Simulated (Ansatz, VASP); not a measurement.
**GaAs in VASP and in Ansatz**

```xyz
2
Lattice="2.8014 2.8014 0.0000 -2.8014 2.8014 0.0000 0.0000 2.8014 2.8014" Properties=species:S:1:pos:R:3 pbc="T T T"
Ga    0.0000    0.0000    0.0000
As    1.4007    4.2022    1.4007
```

Alike in both runs: functional LDA; k mesh 12 × 12 × 12; occupations fermi-dirac, width 0.08 eV; no spin polarisation.

Ansatz relaxed the structure, and its values are those at the end. VASP's run is a single point on that final structure, the one shown.

|  | VASP | Ansatz |
| --- | --- | --- |
| version | VASP 6.6.1 | Ansatz 0.2.0 |
| potentials or method | VASP PAW LDA potentials, release 64 (Ga_d, As) | PAW with Ansatz's default frozen-core files, scalar-relativistic |
| plane-wave cutoff (eV) | 520 | 420 |
| valence electrons in the cell | 18 | 28 |

|  | VASP | Ansatz | Ansatz less VASP |
| --- | --- | --- | --- |
| pressure (GPa) | 0.3 | 0.0 | -0.32 |

LDA's correlation is that of Perdew and Zunger in VASP and of Perdew and Wang (1992) in Ansatz. VASP's potentials hold 18 valence electrons a cell and Ansatz's 28, so a difference there can come from the potentials and not from the codes.
